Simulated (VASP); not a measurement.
# AgCl (P1) in VASP: a series of runs

The runs below take AgCl through single point, with PBE.

Everything below comes from runs of VASP 6.6.1. Logs are shortened: lines on timing, memory, paths and dates and some standing lists are left out, and cuts for length are marked.

### Step 1. The cell of the first run

The typed cell holds 2 atoms: a = 3.844 Å, b = 3.844 Å, c = 3.844 Å, α = 60.00°, β = 60.00°, γ = 60.00°.

### Step 2. Single point, PBE

File INCAR:

```
ALGO = Normal
EDIFF = 1E-6
ENCUT = 500
GGA = PE
GGA_COMPAT = F
ISIF = 2
ISMEAR = 0
LASPH = T
LCHARG = F
LREAL = F
LWAVE = F
NBANDS = 16
NELM = 120
PREC = Accurate
SIGMA = 0.01
```

File KPOINTS:

```
Automatic mesh
0
Gamma
  1 1 1
  0.5 0.5 0.5
```

File POSCAR:

```
AgCl
1.0
    0.0000000000      2.7183514500      2.7183514500
    2.7183514500      0.0000000000      2.7183514500
    2.7183514500      2.7183514500      0.0000000000
Ag Cl
1 1
Direct
    0.0000000000      0.0000000000      0.0000000000
    0.5133868000      0.4733016200      0.4616538800
```

Potentials or basis: VASP PAW PBE potentials, release 64 (Ag, Cl).

The run is started by

```bash
$ cat potpaw_PBE.64/Ag/POTCAR potpaw_PBE.64/Cl/POTCAR > POTCAR
$ mpirun -np 1 vasp_std > vasp.out
```

OUTCAR:

```text
EDIFF = 1E-6
   ENCUT = 500
   GGA = PE
   ISIF = 2
   ISMEAR = 0
   LASPH = T
   LREAL = F
   NELM = 120
   PREC = Accurate

 ion  position               nearest neighbor table
   1  0.000  0.000  0.000-   2 2.54   2 2.66   2 2.69   2 2.76   2 2.79   2 2.90
   2  0.513  0.473  0.462-   1 2.54   1 2.66   1 2.69   1 2.76   1 2.79   1 2.90

  LATTYP: Found a face centered cubic cell.
 ALAT       =     5.4367029000

  Lattice vectors:

 A1 = (   0.0000000000,   2.7183514500,   2.7183514500)
 A2 = (   2.7183514500,   0.0000000000,   2.7183514500)
 A3 = (   2.7183514500,   2.7183514500,   0.0000000000)

Analysis of symmetry for initial positions (statically):
=====================================================================
 Subroutine PRICEL returns:
 Original cell was already a primitive cell.

 Routine SETGRP: Setting up the symmetry group for a
 face centered cubic supercell.

 Subroutine GETGRP returns: Found  1 space group operations
 (whereof  1 operations were pure point group operations)
 out of a pool of 48 trial point group operations.

The static configuration has the point symmetry C_1 .

Analysis of symmetry for dynamics (positions and initial velocities):
=====================================================================
 Subroutine PRICEL returns:
 Original cell was already a primitive cell.

 Routine SETGRP: Setting up the symmetry group for a
 face centered cubic supercell.

 Subroutine GETGRP returns: Found  1 space group operations
 (whereof  1 operations were pure point group operations)
 out of a pool of 48 trial point group operations.

The dynamic configuration has the point symmetry C_1 .

 Subroutine INISYM returns: Found  1 space group operations
 (whereof  1 operations are pure point group operations),
 and found     1 'primitive' translations

----------------------------------------------------------------------------------------

                                     Primitive cell

  volume of cell :      40.1742

  direct lattice vectors                    reciprocal lattice vectors
     0.000000000  2.718351450  2.718351450    -0.183935010  0.183935010  0.183935010
     2.718351450  0.000000000  2.718351450     0.183935010 -0.183935010  0.183935010
     2.718351450  2.718351450  0.000000000     0.183935010  0.183935010 -0.183935010

  length of vectors
     3.844329488  3.844329488  3.844329488     0.318584782  0.318584782  0.318584782

  position of ions in fractional coordinates (direct lattice)
     0.000000000  0.000000000  0.000000000
     0.513386800  0.473301620  0.461653880

  ion indices of the primitive-cell ions
   primitive index   ion index
                 1           1
                 2           2

----------------------------------------------------------------------------------------

 KPOINTS: Automatic mesh

Automatic generation of k-mesh.
 Grid dimensions read from file:
 generate k-points for:    1    1    1

 Generating k-lattice:

  Cartesian coordinates                     Fractional coordinates (reciprocal lattice)
    -0.183935010  0.183935010  0.183935010     1.000000000  0.000000000  0.000000000
     0.183935010 -0.183935010  0.183935010     0.000000000  1.000000000  0.000000000
     0.183935010  0.183935010 -0.183935010     0.000000000  0.000000000  1.000000000

  Length of vectors
     0.318584782  0.318584782  0.318584782

  Shift w.r.t. Gamma in fractional coordinates (k-lattice)
     0.500000000  0.500000000  0.500000000

 Subroutine IBZKPT returns following result:
 ===========================================

 Found      4 irreducible k-points:

 Following reciprocal coordinates:
            Coordinates               Weight
  0.500000  0.500000  0.500000      1.000000
  0.500000  0.000000  0.000000      1.000000
  0.000000  0.000000  0.500000      1.000000
  0.000000  0.500000  0.000000      1.000000
   k-points           NKPTS =      4   k-points in BZ     NKDIM =      4   number of bands    NBANDS=     16
   number of dos      NEDOS =    301   number of ions     NIONS =      2
   total plane-waves  NPLWV =  21952
   dimension x,y,z NGX =    28 NGY =   28 NGZ =   28
   dimension x,y,z NGXF=    56 NGYF=   56 NGZF=   56
   ions per type =               1   1
   NGX,Y,Z   is equivalent  to a cutoff of  12.11, 12.11, 12.11 a.u.
   NGXF,Y,Z  is equivalent  to a cutoff of  24.22, 24.22, 24.22 a.u.
 SYSTEM =  unknown system
   PREC   = accura    normal or accurate (medium, high low for compatibility)
   ISTART =      0    job   : 0-new  1-cont  2-samecut
   ICHARG =      2    charge: 1-file 2-atom 10-const
   ISPIN  =      1    spin polarized calculation?
   LNONCOLLINEAR =      F non collinear calculations
   LSORBIT =      F    spin-orbit coupling
   LASPH  =      T    aspherical Exc in radial PAW
   ENCUT  =  500.0 eV  36.75 Ry    6.06 a.u.   7.01  7.01  7.01*2*pi/ulx,y,z
   NELM   =    120;   NELMIN=  2; NELMDL= -5     # of ELM steps
   EDIFF  = 0.1E-05   stopping-criterion for ELM
   LREAL  =      F    real-space projection
[... 7 lines left out ...]
   TEBEG  =    0.0;   TEEND  =   0.0 temperature during run
   PSTRESS=    0.0 pullay stress
   NELECT =      18.0000    total number of electrons
   NUPDOWN=      -1.0000    fix difference up-down
   EMIN   =  10.00;   EMAX   =-10.00  energy-range for DOS
   EFERMI =   0.00;   METHOD = LEGACY
   ISMEAR =     0;   SIGMA  =   0.01  broadening in eV -4-tet -1-fermi 0-gaus
   EFERMI_NEDOS =   21; number of points for ismear=-14 and -15
   IALGO  =     38    algorithm
   IMIX   =      4    mixing-type and parameters
     AMIX     =   0.40;   BMIX     =  1.00
     AMIX_MAG =   1.60;   BMIX_MAG =  1.00
  volume/ion in A,a.u.               =      20.09       135.55
  Fermi-wavevector in a.u.,A,eV,Ry     =   1.252709  2.367276 21.351335  1.569279
  Thomas-Fermi vector in A             =   2.386596
   LORBIT       =      0    0 simple, 1 ext, 2 COOP (PROOUT), +10 PAW based schemes
   GGA     = PE    functional components
   LHFCALC =     F    Hartree Fock is set to
   AEXX    =    0.0000 exact exchange contribution
   IVDW    =     0    specifies the selected vdW correction
   LEPSILON=     F    determine dielectric tensor
   LRPA    =     F    only Hartree local field effects (RPA)
 non-spin polarized calculation
 Gauss-broadening in eV      SIGMA  =   0.01
  energy-cutoff  :      500.00
  volume of cell :       40.17
 maximum number of plane-waves:      1008
 NGX is ok and might be reduce to    28
   NGX = 13   NGY = 13   NGZ = 13

 number of electron      18.0000004 magnetization

 Free energy of the ion-electron system (eV)
  ---------------------------------------------------
  ext. energy  EPLUGINS =         0.00000000
  ---------------------------------------------------
  free energy    TOTEN  =        -3.04991725 eV

  energy without entropy =       -3.04991725  energy(sigma->0) =       -3.04991725

 E-fermi :   5.2611     XC(G=0): -10.0997

 val. band max:        5.2150841205   @ k =   0.5000   0.5000   0.5000
 cond. band min:       8.8791707701   @ k =   0.5000   0.5000   0.5000
 fundamental gap:      3.6640866496
 Fermi energy:         5.2610666280

 k-point     1 :       0.5000    0.5000    0.5000
  band No.  band energies     occupation
      1     -10.0885      2.00000
      2      -0.8865      2.00000
      3       0.3815      2.00000
      4       0.4564      2.00000
      5       2.9699      2.00000
      6       2.9718      2.00000
[... 8 lines left out ...]
     15      18.5763      0.00000
     16      18.5986      0.00000

 k-point     2 :       0.5000    0.0000    0.0000
  band No.  band energies     occupation
      1     -10.0881      2.00000
      2      -0.9044      2.00000
      3       0.4671      2.00000
      4       0.4822      2.00000
      5       2.9591      2.00000
      6       2.9689      2.00000
[... 8 lines left out ...]
     15      18.5244      0.00000
     16      18.5732      0.00000

 k-point     3 :       0.0000    0.0000    0.5000
  band No.  band energies     occupation
      1     -10.0883      2.00000
      2      -0.8952      2.00000
      3       0.4003      2.00000
      4       0.4909      2.00000
      5       2.9654      2.00000
      6       2.9705      2.00000
[... 8 lines left out ...]
     15      18.5478      0.00000
     16      18.6112      0.00000

 k-point     4 :       0.0000    0.5000    0.0000
  band No.  band energies     occupation
      1     -10.0882      2.00000
      2      -0.9006      2.00000
      3       0.4274      2.00000
      4       0.4978      2.00000
      5       2.9634      2.00000
      6       2.9681      2.00000
[... 8 lines left out ...]
     15      18.5329      0.00000
     16      18.5986      0.00000

------------------------ aborting loop because EDIFF is reached ----------------------------------------

  FORCE on cell =-STRESS in cart. coord.  units (eV):
  Direction    XX          YY          ZZ          XY          YZ          ZX
  --------------------------------------------------------------------------------------
  -------------------------------------------------------------------------------------
  Total        7.9283357      7.0828122      6.9823963      0.0837459      0.0166310      0.0445528
  in kB      316.1883032    282.4681601    278.4634934      3.3398527      0.6632562      1.7768002
  external PRESSURE =     292.3733189 kB  Pullay stress =       0.0000000 kB

 VOLUME and BASIS-vectors are now :
 -----------------------------------------------------------------------------
  energy-cutoff  :      500.00
  volume of cell :       40.17
      direct lattice vectors                 reciprocal lattice vectors
     0.000000000  2.718351450  2.718351450    -0.183935010  0.183935010  0.183935010
     2.718351450  0.000000000  2.718351450     0.183935010 -0.183935010  0.183935010
     2.718351450  2.718351450  0.000000000     0.183935010  0.183935010 -0.183935010

 POSITION                                       TOTAL-FORCE (eV/Angst)
 -----------------------------------------------------------------------------------
      0.00000      0.00000      0.00000         1.474084      0.584412      0.312861
      2.54154      2.65050      2.68217        -1.474084     -0.584412     -0.312861
 -----------------------------------------------------------------------------------
    total drift:                                0.000069      0.000090      0.000028

  FREE ENERGIE OF THE ION-ELECTRON SYSTEM (eV)
  ---------------------------------------------------
  free  energy   TOTEN  =        -3.0499172542 eV

  energy  without entropy=       -3.0499172542  energy(sigma->0) =       -3.04991725
```

Run time: 3.9 s. Hardware: 1 thread of AMD EPYC 7R43 (Zen 3), shared host; peak memory 0.12 GiB.

Results:

| Quantity | Value |
| --- | --- |
| Free energy | -3.0499 eV |
| Pressure | 29.2 GPa |
| Largest force | 1.616 eV/Å |
| Band gap on the k mesh | 3.66 eV |

Forces in eV/Å, atoms in the order of the input:
```
Ag   1.474  0.584  0.313
Cl  -1.474 -0.584 -0.313
```

Stress tensor (GPa, compression positive):
```
31.62  0.33  0.18
 0.33 28.25  0.07
 0.18  0.07 27.85
```

Caveat: the k points lie up to 2.00 Å⁻¹ apart; an empty level that is flat over the whole mesh can mark a ghost state of the potentials, or a narrow d or f band; a shifted mesh leaves out Γ, where band edges can lie; forces of over 1 eV/Å act on the atoms, so gaps and moduli don't describe the material at rest.

### Step 3. Single point, PBE

This run uses another cell than the first one, of 21.37 Å³/atom.

File INCAR:

```
  PREC = Accurate
  ENCUT = 500
  EDIFF = 1E-6
  ISMEAR = 0
  SIGMA = 0.01
  LREAL = F
  LASPH = T
  NELM = 120
  ALGO = Normal
  ISIF = 2
  LWAVE = F
  LCHARG = F
  GGA = PE
  NBANDS = 16
  GGA_COMPAT = F
```

File KPOINTS:

```
regular mesh
0
Gamma
  2 2 2
```

File POSCAR:

```
AgCl
1.0
    0.0000000000      2.7750000000      2.7750000000
    2.7750000000      0.0000000000      2.7750000000
    2.7750000000      2.7750000000      0.0000000000
Ag Cl
1 1
Direct
    0.0000000000      0.0000000000      0.0000000000
    0.5133868000      0.4733016200      0.4616538800
```

Potentials or basis: VASP PAW PBE potentials, release 64 (Ag, Cl).

The run is started by

```bash
$ cat potpaw_PBE.64/Ag/POTCAR potpaw_PBE.64/Cl/POTCAR > POTCAR
$ mpirun -np 1 vasp_std > vasp.out
```

Run time: 6.4 s. Hardware: 1 thread of AMD EPYC 7R43 (Zen 3), shared host; peak memory 0.13 GiB.

The run converged. Its results:

```yaml
Free_energy: -4.6930 eV
Pressure: 7.3 GPa
Largest_force: 0.079 eV/Å
Band_gap_on_the_k_mesh: 0.82 eV (least direct gap 2.50 eV)
```

Forces in eV/Å, atoms in the order of the input:
```
Ag   0.061  0.043  0.024
Cl  -0.061 -0.043 -0.024
```

Stress tensor (GPa, compression positive):
```
 8.23 -0.06 -0.03
-0.06  6.89 -0.01
-0.03 -0.01  6.74
```

Levels at points of the mesh, in eV from the valence-band top:
| k point | band 5 | band 6 | band 7 | band 8 | band 9 | band 10 | band 11 | band 12 | band 13 | band 14 |
| --- | --- | --- | --- | --- | --- | --- | --- | --- | --- | --- |
| (0.00, 0.00, 0.00) | -2.63 | -2.58 | -1.94 | -1.90 | -1.68 | 0.82 | 10.48 | 10.61 | 10.72 | 12.40 |
| (0.50, 0.00, 0.00) | -2.28 | -2.27 | -1.94 | -0.12 | -0.08 | 4.21 | 6.44 | 7.60 | 7.72 | 13.34 |
| (0.00, 0.50, 0.00) | -2.28 | -2.27 | -1.93 | -0.11 | -0.05 | 4.20 | 6.44 | 7.60 | 7.69 | 13.35 |
| (0.00, 0.00, 0.50) | -2.27 | -2.27 | -1.92 | -0.09 | -0.02 | 4.19 | 6.44 | 7.58 | 7.66 | 13.36 |
| (0.50, 0.50, 0.50) | -2.27 | -2.27 | -1.91 | -0.04 | 0.00 | 4.16 | 6.44 | 7.55 | 7.62 | 13.39 |
| (0.50, 0.50, 0.00) | -2.49 | -2.16 | -2.15 | -2.09 | -2.03 | 2.25 | 7.76 | 8.62 | 11.48 | 11.62 |
| (0.00, 0.50, 0.50) | -2.77 | -2.31 | -2.16 | -2.16 | -2.05 | 2.25 | 7.89 | 8.71 | 11.43 | 11.46 |
| (0.50, 0.00, 0.50) | -2.51 | -2.16 | -2.15 | -2.12 | -2.03 | 2.25 | 7.77 | 8.63 | 11.50 | 11.58 |

Caveat: the k points lie up to 0.98 Å⁻¹ apart.
